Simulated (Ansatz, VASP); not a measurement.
**Cd3HgTe4 in VASP and in Ansatz**

```xyz
8
Lattice="6.6293 0.0000 0.0000 0.0000 6.6293 0.0000 0.0000 0.0000 6.6293" Properties=species:S:1:pos:R:3 pbc="T T T"
Cd    0.0000    3.3147    3.3147
Cd    3.3147    0.0000    3.3147
Cd    3.3147    3.3147    0.0000
Hg    0.0000    0.0000    0.0000
Te    4.9657    4.9657    1.6636
Te    4.9657    1.6636    4.9657
Te    1.6636    4.9657    4.9657
Te    1.6636    1.6636    1.6636
```

Alike in both runs: functional PBE; k mesh 6 × 6 × 6; occupations gaussian, width 0.01 eV; no spin polarisation.

Ansatz relaxed the structure, and its values are those at the end. VASP's run is a single point on that final structure, the one shown.

|  | VASP | Ansatz |
| --- | --- | --- |
| version | VASP 6.6.1 | Ansatz 0.2.0 |
| potentials or method | VASP PAW PBE potentials, release 64 (Cd, Hg, Te), cutoff 520 eV | scalar-relativistic, plane waves, PAW |
| valence electrons in the cell | 72 | 144 |

|  | VASP | Ansatz | Ansatz less VASP |
| --- | --- | --- | --- |
| gap on the k mesh at the Fermi level (eV) | 0.18 | 0.18 | +0.004 |
| least direct gap on the mesh (eV) | 0.18 | 0.18 | +0.004 |
| pressure (GPa) | 0.0 | 0.0 | -0.09 |

VASP's potentials hold 72 valence electrons a cell and Ansatz's 144, so a difference there can come from the potentials and not from the codes.

Neither program's run includes spin-orbit coupling.
